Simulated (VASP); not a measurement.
A run of VASP 6.6.1 is set up as follows.

File POSCAR:

```
C
1.0
   -0.0601681960      1.7199559465      1.7199559465
    1.7199559465     -0.0601681960      1.7199559465
    1.7199559465      1.7199559465     -0.0601681960
C
2
Direct
   -0.0008463534     -0.0008463534     -0.0008463534
    0.2508463534      0.2508463534      0.2508463534
```

Contents of INCAR.step1:

```
PREC = Accurate
ENCUT = 520
EDIFF = 1E-5
ISMEAR = 0
SIGMA = 0.01
LREAL = F
LASPH = T
NELM = 60
ALGO = Normal
ISIF = 2
LWAVE = T
LCHARG = F
GGA = PE
NBANDS = 11
```

Contents of INCAR.step2:

```
PREC = Accurate
ENCUT = 520
EDIFF = 1E-6
ISMEAR = 0
SIGMA = 0.01
LREAL = F
LASPH = T
NELM = 60
ALGO = Normal
ISIF = 2
LWAVE = F
LCHARG = F
GGA = PE
LHFCALC = T
HFSCREEN = 0.2079
PRECFOCK = Normal
ISTART = 1
NBANDS = 11
```

KPOINTS

```
Automatic mesh
0
Gamma
  8 8 8
```

Potentials or basis: VASP PAW PBE potentials, release 64 (C).

Command:

```bash
$ cat potpaw_PBE.64/C/POTCAR > POTCAR
$ cp INCAR.step1 INCAR
$ mpirun -np 1 vasp_std > vasp.out
$ cp INCAR.step2 INCAR
$ mpirun -np 1 vasp_std > vasp.out
```

Problem. Estimate the pressure.

Solution. 22.3 GPa.

Problem. Predict the band gap on the k mesh.

Solution. 5.15 eV (least direct gap 6.54 eV).

Stress tensor (GPa, compression positive):
```
22.32 23.33 23.33
23.33 22.32 23.33
23.33 23.33 22.32
```

Caveat: the cell differs from its parent crystal (strain along [111] -5.1%); the cell stands under pressure; the PAW data sets were made with another functional, which shifts forces and pressure a little. A k mesh can miss the band edges.
